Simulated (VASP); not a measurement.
Wanted: the native input for a VASP 6.6.1 run.

| Property | Result |
| --- | --- |
| Task | single point |
| Functional | PBE-based screened hybrid with 25 % exact exchange |
| Potentials or basis | VASP PAW PBE potentials, release 64 (Li_sv, F) |
| Cutoff | 520 eV |
| k mesh | 6 × 6 × 6 |
| Occupations | gaussian, width 0.05 eV |
| Spin | no spin polarisation |
| Dipole correction | no |
| Grid for exact exchange (PRECFOCK) | Normal |
| Share of exact exchange | 0.25 |
| Further INCAR settings | ALGO = Normal; EDIFF = 1e-06; NBANDS = 12 |
| Screening parameter | 0.3 1/Å |

Crystal: LiF.

```
Li F
1.0
     0.00000    2.01400    2.01400
     2.01400    0.00000    2.01400
     2.01400    2.01400    0.00000
Li F
1 1
Direct
  0.00000 0.00000 0.00000
  0.50000 0.50000 0.50000
```

These files were run (other wordings do the same):

POSCAR

```
LiF
1.0
    0.0000000000      2.0140017468      2.0140017468
    2.0140017468      0.0000000000      2.0140017468
    2.0140017468      2.0140017468      0.0000000000
Li F
1 1
Direct
    0.0000000000      0.0000000000      0.0000000000
    0.5000000000      0.5000000000      0.5000000000
```

INCAR.step1

```
ALGO = Normal
EDIFF = 1E-5
ENCUT = 520
GGA = PE
ISIF = 2
ISMEAR = 0
LASPH = T
LCHARG = F
LREAL = F
LWAVE = T
NBANDS = 12
NELM = 80
PREC = Accurate
SIGMA = 0.05
```

INCAR.step2

```
AEXX = 0.25
ALGO = Normal
EDIFF = 1E-6
ENCUT = 520
GGA = PE
HFSCREEN = 0.3
ISIF = 2
ISMEAR = 0
ISTART = 1
LASPH = T
LCHARG = F
LHFCALC = T
LREAL = F
LWAVE = F
NBANDS = 12
NELM = 80
PREC = Accurate
PRECFOCK = Normal
SIGMA = 0.05
```

KPOINTS

```
k-points
0
Gamma
  6 6 6
```

Potentials or basis: VASP PAW PBE potentials, release 64 (Li_sv, F).

Run with:

```bash
$ cat potpaw_PBE.64/Li_sv/POTCAR potpaw_PBE.64/F/POTCAR > POTCAR
$ cp INCAR.step1 INCAR
$ mpirun -np 1 vasp_std > vasp.out
$ cp INCAR.step2 INCAR
$ mpirun -np 1 vasp_std > vasp.out
```

Results of the run:

| Item | Value |
| --- | --- |
| Band gap on the k mesh | 11.10 eV |

Caveat: the k points lie up to 0.45 Å⁻¹ apart.

Run time: 6.1 min on 1 thread of Oxide Virtual Turin-like Processor, on a shared host, peak memory 0.19 GiB.
